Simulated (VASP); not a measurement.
A run of VASP 6.6.1 is set up as follows.

Contents of INCAR:

```
SYSTEM = Al
  PREC = Accurate
  ENCUT = 600
  EDIFF = 1E-7
  ISMEAR = 0
  SIGMA = 0.1
  LREAL = .False.
  LASPH = .True.
  NELM = 100
  ALGO = Fast
  ISIF = 3
  LWAVE = .False.
  LCHARG = .False.
  GGA = PS
  IVDW = 12
  IBRION = 2
  NSW = 100
  EDIFFG = -0.005
```

KPOINTS

```
Automatic mesh
0
Gamma
  18 18 10
  0 0 0
```

Contents of POSCAR:

```
Al
1.0
    2.8124553515      0.0000000000      0.0000000000
   -1.4062276757      2.4356577814      0.0000000000
    0.0000000000      0.0000000000      4.8668500000
Al
2
Direct
    0.6666666700      0.3333333300      0.7500000000
    0.3333333300      0.6666666700      0.2500000000
```

Potentials or basis: VASP PAW PBE potentials, release 64 (Al).

Launch:

```sh
$ cat potpaw_PBE.64/Al/POTCAR > POTCAR
$ mpirun -np 1 vasp_std > vasp.out
```

Problem. What does it give for the space group after relaxing (to 0.05 Å)?

Solution. P6_3/mmc (No. 194).

Problem. What does it give for the relaxed cell?

Solution. a = 2.791 Å, b = 2.791 Å, c = 4.650 Å, α = 90.00°, β = 90.00°, γ = 120.00°.

The path:
```tsv
step	energy change (eV)	largest force (eV/Å)	pressure (GPa)	volume (Å³)
1	0.0000	0.0000	-4.41	33.34
2	-0.0306	0.0000	0.72	31.17
3	-0.0309	0.0000	0.27	31.33
4	-0.0333	0.0000	0.17	31.32
5	-0.0339	0.0000	0.15	31.32
6	-0.0341	0.0000	0.17	31.30
7	-0.0341	0.0000	0.17	31.30
8	-0.0341	0.0000	0.15	31.31
9	-0.0341	0.0000	0.17	31.30
10	-0.0341	0.0000	0.16	31.31
11	-0.0342	0.0000	-0.08	31.39
12	-0.0342	0.0000	0.00	31.36
```

Caveat: the PAW data sets were made with another functional, which shifts forces and pressure a little; pairwise dispersion overbinds metals, which lowers pressure and volume.
